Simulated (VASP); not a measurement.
# Hg (R-3m) in VASP: notebook

Runs on Hg. Level: PBE. Tasks: single point, relaxation of cell and atoms.

Program: VASP 6.6.1. These are calculated values, not measurements. Logs are shortened: lines on timing, memory, paths and dates and some standing lists are left out, and cuts for length are marked.

### Step 1. The cell of the first run

Symmetry: R-3m, No. 166, trigonal system. Conventional cell: a = 4.022 Å, b = 4.022 Å, c = 6.181 Å, α = 90.00°, β = 90.00°, γ = 120.00°. Within 4.1 Å of Hg (site symmetry -3m) lie 12 Hg at 3.10 to 4.02 Å.

### Step 2. Single point, PBE

Input file INCAR:

```
SYSTEM = Hg
  PREC = Accurate
  ENCUT = 500
  EDIFF = 1E-6
  ISMEAR = 0
  SIGMA = 0.05
  LREAL = .False.
  LASPH = .True.
  NELM = 120
  ALGO = Normal
  ISIF = 2
  LWAVE = .False.
  LCHARG = .False.
  GGA = PE
  NBANDS = 12
  GGA_COMPAT = .False.
```

Input file KPOINTS:

```
regular mesh
0
Gamma
  16 16 16
  0 0 0
```

Input file POSCAR:

```
Hg
1.0
    2.0112465469      1.1611937353      2.0603613927
   -2.0112465469      1.1611937353      2.0603613927
    0.0000000000     -2.3223874706      2.0603613927
Hg
1
Direct
    0.0000000000      0.0000000000      0.0000000000
```

Potentials or basis: VASP PAW PBE potentials, release 64 (Hg).

Command:

```sh
$ cat potpaw_PBE.64/Hg/POTCAR > POTCAR
$ mpirun -np 1 vasp_std > vasp.out
```

OUTCAR:

```text
SYSTEM = Hg
   PREC = Accurate
   ENCUT = 500
   EDIFF = 1E-6
   ISMEAR = 0
   LREAL = .False.
   LASPH = .True.
   NELM = 120
   ISIF = 2
   GGA = PE

 ion  position               nearest neighbor table
   1  0.000  0.000  0.000-

  LATTYP: Found a trigonal (rhomboedric) cell.
 ALAT       =     3.1046050686
 COS(alpha) =     0.1606407241

  Lattice vectors:

 A1 = (   2.0112465469,   1.1611937353,   2.0603613927)
 A2 = (  -2.0112465469,   1.1611937353,   2.0603613927)
 A3 = (   0.0000000000,  -2.3223874706,   2.0603613927)

Analysis of symmetry for initial positions (statically):
=====================================================================
 Subroutine PRICEL returns:
 Original cell was already a primitive cell.

 Routine SETGRP: Setting up the symmetry group for a
 trigonal (rhombohedral) supercell.

 Subroutine GETGRP returns: Found 12 space group operations
 (whereof 12 operations were pure point group operations)
 out of a pool of 12 trial point group operations.

The static configuration has the point symmetry D_3d.

Analysis of symmetry for dynamics (positions and initial velocities):
=====================================================================
 Subroutine PRICEL returns:
 Original cell was already a primitive cell.

 Routine SETGRP: Setting up the symmetry group for a
 trigonal (rhombohedral) supercell.

 Subroutine GETGRP returns: Found 12 space group operations
 (whereof 12 operations were pure point group operations)
 out of a pool of 12 trial point group operations.

The dynamic configuration has the point symmetry D_3d.

 Subroutine INISYM returns: Found 12 space group operations
 (whereof 12 operations are pure point group operations),
 and found     1 'primitive' translations

----------------------------------------------------------------------------------------

                                     Primitive cell

  volume of cell :      28.8712

  direct lattice vectors                    reciprocal lattice vectors
     2.011246547  1.161193735  2.060361393     0.248602043  0.143530456  0.161783915
    -2.011246547  1.161193735  2.060361393    -0.248602043  0.143530456  0.161783915
     0.000000000 -2.322387471  2.060361393     0.000000000 -0.287060913  0.161783915

  length of vectors
     3.104605069  3.104605069  3.104605069     0.329511764  0.329511764  0.329511764

  position of ions in fractional coordinates (direct lattice)
     0.000000000  0.000000000  0.000000000

  ion indices of the primitive-cell ions
   primitive index   ion index
                 1           1

----------------------------------------------------------------------------------------

 KPOINTS: regular mesh

Automatic generation of k-mesh.
 Grid dimensions read from file:
 generate k-points for:   16   16   16

 Generating k-lattice:

  Cartesian coordinates                     Fractional coordinates (reciprocal lattice)
     0.015537628  0.008970654  0.010111495     0.062500000  0.000000000  0.000000000
    -0.015537628  0.008970654  0.010111495     0.000000000  0.062500000  0.000000000
     0.000000000 -0.017941307  0.010111495     0.000000000  0.000000000  0.062500000

  Length of vectors
     0.020594485  0.020594485  0.020594485

  Shift w.r.t. Gamma in fractional coordinates (k-lattice)
     0.000000000  0.000000000  0.000000000

 Subroutine IBZKPT returns following result:
 ===========================================

 Found    417 irreducible k-points:

 Following reciprocal coordinates:
            Coordinates               Weight
  0.000000  0.000000  0.000000      1.000000
  0.062500  0.000000  0.000000      6.000000
  0.125000  0.000000  0.000000      6.000000
  0.187500  0.000000  0.000000      6.000000
  0.250000  0.000000  0.000000      6.000000
  0.312500  0.000000  0.000000      6.000000
[... 16 lines left out ...]
 -0.125000  0.062500 -0.000000     12.000000
 -0.062500  0.062500  0.000000      6.000000
 [... further k-points ...]
   k-points           NKPTS =    417   k-points in BZ     NKDIM =    417   number of bands    NBANDS=     12
   number of dos      NEDOS =    301   number of ions     NIONS =      1
   total plane-waves  NPLWV =  13824
   dimension x,y,z NGX =    24 NGY =   24 NGZ =   24
   dimension x,y,z NGXF=    48 NGYF=   48 NGZF=   48
   ions per type =               1
   NGX,Y,Z   is equivalent  to a cutoff of  12.85, 12.85, 12.85 a.u.
   NGXF,Y,Z  is equivalent  to a cutoff of  25.70, 25.70, 25.70 a.u.
 SYSTEM =  Hg
   PREC   = accura    normal or accurate (medium, high low for compatibility)
   ISTART =      0    job   : 0-new  1-cont  2-samecut
   ICHARG =      2    charge: 1-file 2-atom 10-const
   ISPIN  =      1    spin polarized calculation?
   LNONCOLLINEAR =      F non collinear calculations
   LSORBIT =      F    spin-orbit coupling
   LASPH  =      T    aspherical Exc in radial PAW
   ENCUT  =  500.0 eV  36.75 Ry    6.06 a.u.   5.66  5.66  5.66*2*pi/ulx,y,z
   NELM   =    120;   NELMIN=  2; NELMDL= -5     # of ELM steps
   EDIFF  = 0.1E-05   stopping-criterion for ELM
   LREAL  =      F    real-space projection
   EDIFFG = 0.1E-04   stopping-criterion for IOM
   NSW    =      0    number of steps for IOM
   IBRION =     -1    ionic relax: 0-MD 1-quasi-New 2-CG
   NFREE  =      0    steps in history (QN), initial steepest desc. (CG)
   ISIF   =      2    stress and relaxation
   ISYM   =      2    0-nonsym 1-usesym 2-fastsym
   POTIM  = 0.5000    time-step for ionic-motion
   TEBEG  =    0.0;   TEEND  =   0.0 temperature during run
   PSTRESS=    0.0 pullay stress
   NELECT =      12.0000    total number of electrons
   NUPDOWN=      -1.0000    fix difference up-down
   EMIN   =  10.00;   EMAX   =-10.00  energy-range for DOS
   EFERMI =   0.00;   METHOD = LEGACY
   ISMEAR =     0;   SIGMA  =   0.05  broadening in eV -4-tet -1-fermi 0-gaus
   EFERMI_NEDOS =   21; number of points for ismear=-14 and -15
   IALGO  =     38    algorithm
   IMIX   =      4    mixing-type and parameters
     AMIX     =   0.40;   BMIX     =  1.00
     AMIX_MAG =   1.60;   BMIX_MAG =  1.00
  volume/ion in A,a.u.               =      28.87       194.83
  Fermi-wavevector in a.u.,A,eV,Ry     =   1.221744  2.308762 20.308864  1.492659
  Thomas-Fermi vector in A             =   2.356916
   LORBIT       =      0    0 simple, 1 ext, 2 COOP (PROOUT), +10 PAW based schemes
   GGA     = PE    functional components
   LHFCALC =     F    Hartree Fock is set to
   AEXX    =    0.0000 exact exchange contribution
   IVDW    =     0    specifies the selected vdW correction
   LEPSILON=     F    determine dielectric tensor
   LRPA    =     F    only Hartree local field effects (RPA)
 non-spin polarized calculation
 Gauss-broadening in eV      SIGMA  =   0.05
  energy-cutoff  :      500.00
  volume of cell :       28.87
 maximum number of plane-waves:       754
   NGX = 11   NGY = 11   NGZ = 11

 number of electron      12.0000006 magnetization

 Free energy of the ion-electron system (eV)
  ---------------------------------------------------
  ext. energy  EPLUGINS =         0.00000000
  ---------------------------------------------------
  free energy    TOTEN  =        -0.16490156 eV

  energy without entropy =       -0.16458685  energy(sigma->0) =       -0.16474421

 E-fermi :   1.4385     XC(G=0):  -9.7058

 val. band max:        1.4149730194   @ k =  -0.1875   0.5000   0.1250
 cond. band min:       1.4447926355   @ k =  -0.4375   0.5000   0.1250
 fundamental gap:      0.0298196161
 Fermi energy:         1.4384722130

 k-point     1 :       0.0000    0.0000    0.0000
  band No.  band energies     occupation
      1      -6.4050      2.00000
      2      -6.0716      2.00000
      3      -6.0716      2.00000
      4      -4.5056      2.00000
      5      -4.5056      2.00000
      6      -4.4634      2.00000
      7      11.4103      0.00000
      8      11.4103      0.00000
      9      11.6794      0.00000
     10      14.8573      0.00000
     11      16.5168      0.00000
     12      16.5168      0.00000

 k-point     2 :       0.0625    0.0000    0.0000
  band No.  band energies     occupation
      1      -6.3387      2.00000
      2      -6.0669      2.00000
      3      -6.0331      2.00000
      4      -4.5242      2.00000
      5      -4.5112      2.00000
      6      -4.4721      2.00000
      7      10.6170      0.00000
      8      11.4886      0.00000
      9      11.6943      0.00000
     10      15.2393      0.00000
     11      16.5159      0.00000
     12      17.1052      0.00000

 k-point     3 :       0.1250    0.0000    0.0000
  band No.  band energies     occupation
      1      -6.2036      2.00000
      2      -6.0539      2.00000
      3      -5.8580      2.00000
      4      -4.5763      2.00000
      5      -4.5409      2.00000
      6      -4.4813      2.00000
      7       9.0064      0.00000
      8      11.7130      0.00000
      9      11.8839      0.00000
     10      15.6081      0.00000
     11      16.5177      0.00000
     12      18.7216      0.00000

 k-point     4 :       0.1875    0.0000    0.0000
  band No.  band energies     occupation
      1      -6.1073      2.00000
      2      -6.0354      2.00000
      3      -5.4507      2.00000
      4      -4.6512      2.00000
      5      -4.5941      2.00000
      6      -4.4803      2.00000
      7       7.2619      0.00000
      8      12.0514      0.00000
      9      12.1749      0.00000
     10      15.9236      0.00000
     11      16.5378      0.00000
     12      20.6772      0.00000

 k-point     5 :       0.2500    0.0000    0.0000
  band No.  band energies     occupation
      1      -6.0399      2.00000
      2      -6.0156      2.00000
      3      -4.8508      2.00000
      4      -4.7351      2.00000
      5      -4.6417      2.00000
      6      -4.4723      2.00000
      7       5.5373      0.00000
      8      12.4500      0.00000
      9      12.5149      0.00000
     10      16.3207      0.00000
     11      16.6069      0.00000
     12      19.8257      0.00000
[... 228 lines left out ...]
      1      -6.0140      2.00000
      2      -5.9692      2.00000
      3      -4.8853      2.00000
      4      -4.7188      2.00000
      5      -4.5481      2.00000
      6      -4.4608      2.00000
      7       5.3841      0.00000
      8      11.0050      0.00000
      9      12.7975      0.00000
     10      16.3770      0.00000
     11      17.9649      0.00000
     12      19.7081      0.00000

 k-point    22 :      -0.1875    0.0625    0.0000
  band No.  band energies     occupation
      1      -6.0609      2.00000
      2      -5.9969      2.00000
      3      -5.4119      2.00000
      4      -4.6470      2.00000
      5      -4.5676      2.00000
      6      -4.4916      2.00000
      7       7.0848      0.00000
      8      10.7594      0.00000
      9      12.3817      0.00000
     10      16.1523      0.00000
     11      17.6689      0.00000
     12      20.5466      0.00000

 k-point    23 :      -0.1250    0.0625   -0.0000
  band No.  band energies     occupation
      1      -6.1307      2.00000
      2      -6.0180      2.00000
      3      -5.8401      2.00000
      4      -4.5750      2.00000
      5      -4.5394      2.00000
      6      -4.4873      2.00000
      7       8.8025      0.00000
      8      10.6283      0.00000
      9      12.0093      0.00000
     10      15.9691      0.00000
     11      17.4137      0.00000
     12      18.9462      0.00000

 k-point    24 :      -0.0625    0.0625    0.0000
  band No.  band energies     occupation
      1      -6.2568      2.00000
      2      -6.0376      2.00000
      3      -6.0248      2.00000
      4      -4.5264      2.00000
      5      -4.5253      2.00000
      6      -4.4745      2.00000
      7      10.2568      0.00000
      8      10.7884      0.00000
      9      11.7441      0.00000
     10      15.7155      0.00000
     11      17.0888      0.00000
     12      17.3693      0.00000

 [... further k-points ...]
[... 5 lines left out ...]
  --------------------------------------------------------------------------------------
  -------------------------------------------------------------------------------------
  Total        0.0298916      0.0298916      0.0435056      0.0000000      0.0000000      0.0000000
  in kB        1.6588067      1.6588067      2.4143014      0.0000000      0.0000000      0.0000000
  external PRESSURE =       1.9106382 kB  Pullay stress =       0.0000000 kB

 VOLUME and BASIS-vectors are now :
 -----------------------------------------------------------------------------
  energy-cutoff  :      500.00
  volume of cell :       28.87
      direct lattice vectors                 reciprocal lattice vectors
     2.011246547  1.161193735  2.060361393     0.248602043  0.143530456  0.161783915
    -2.011246547  1.161193735  2.060361393    -0.248602043  0.143530456  0.161783915
     0.000000000 -2.322387471  2.060361393     0.000000000 -0.287060913  0.161783915

 POSITION                                       TOTAL-FORCE (eV/Angst)
 -----------------------------------------------------------------------------------
      0.00000      0.00000      0.00000        -0.000000     -0.000000     -0.000000
 -----------------------------------------------------------------------------------
    total drift:                                0.000000     -0.000000      0.000000

  FREE ENERGIE OF THE ION-ELECTRON SYSTEM (eV)
  ---------------------------------------------------
  free  energy   TOTEN  =        -0.1649015634 eV

  energy  without entropy=       -0.1645868537  energy(sigma->0) =       -0.16474421
```

Wall time 67 s (1 thread of Intel Xeon 8259CL, shared host); peak memory 0.24 GiB.

Results:

- Free energy: -0.1649 eV
- Pressure: 0.2 GPa
- Band gap on the k mesh: zero (band 6 reaches 3.83 eV, above the bottom of band 7 at 0.09 eV)

Levels at points of the mesh, in eV from the Fermi level:
```
           k point  band 4  band 5  band 6  band 7  band 8  band 9
(0.00, 0.00, 0.00)   -5.94   -5.94   -5.90    9.97    9.97   10.24
(0.50, 0.00, 0.00)   -6.19   -5.91   -2.81   -1.35   11.94   11.95
(0.50, 0.50, 0.00)   -6.22   -5.39    0.17    0.74    2.83    7.64
(0.50, 0.50, 0.50)   -5.39   -5.39    2.19    2.79    6.06    6.06
```

Caveat: spin-orbit coupling is left out, which moves the levels of the heavy elements.

### Step 3. Single point, PBE

This run uses another cell than the first one, of 28.97 Å³/atom, 1.003 times its volume.

Input file INCAR:

```
  ALGO = Normal
  EDIFF = 1E-6
  ENCUT = 500
  GGA = PE
  GGA_COMPAT = False
  ISIF = 2
  ISMEAR = 0
  LASPH = True
  LCHARG = False
  LREAL = False
  LWAVE = False
  NBANDS = 12
  NELM = 120
  PREC = Accurate
  SIGMA = 0.05
```

Input file KPOINTS:

```
k-points
0
Gamma
  14 14 14
```

Input file POSCAR:

```
Hg
1.0
    2.0429407429      1.1794923879      2.0038043749
   -2.0429407429      1.1794923879      2.0038043749
    0.0000000000     -2.3589847757      2.0038043749
Hg
1
Direct
    0.0000000000      0.0000000000      0.0000000000
```

Potentials or basis: VASP PAW PBE potentials, release 64 (Hg).

Command:

```sh
$ cat potpaw_PBE.64/Hg/POTCAR > POTCAR
$ mpirun -np 1 vasp_std > vasp.out
```

It took 55 s on 1 thread of Intel Xeon 8259CL, shared host; peak memory 0.21 GiB.

The run converged. Its results:

- Free energy: -0.1636 eV
- Pressure: 0.2 GPa
- Band gap on the k mesh: zero (band 6 reaches 4.05 eV, above the bottom of band 7 at 0.06 eV)

Levels at points of the mesh, in eV from the Fermi level:
```csv
k point,band 4,band 5,band 6,band 7,band 8,band 9
"(0.00, 0.00, 0.00)",-5.88,-5.88,-5.83,9.89,9.89,10.12
"(0.50, 0.00, 0.00)",-6.21,-5.83,-2.78,-1.31,12.21,12.23
"(0.50, 0.50, 0.00)",-6.21,-5.33,0.26,0.92,2.62,7.52
"(0.50, 0.50, 0.50)",-5.31,-5.31,2.68,3.20,5.78,5.78
```

Caveat: spin-orbit coupling is left out, which moves the levels of the heavy elements.

[end of part 1 of 2]
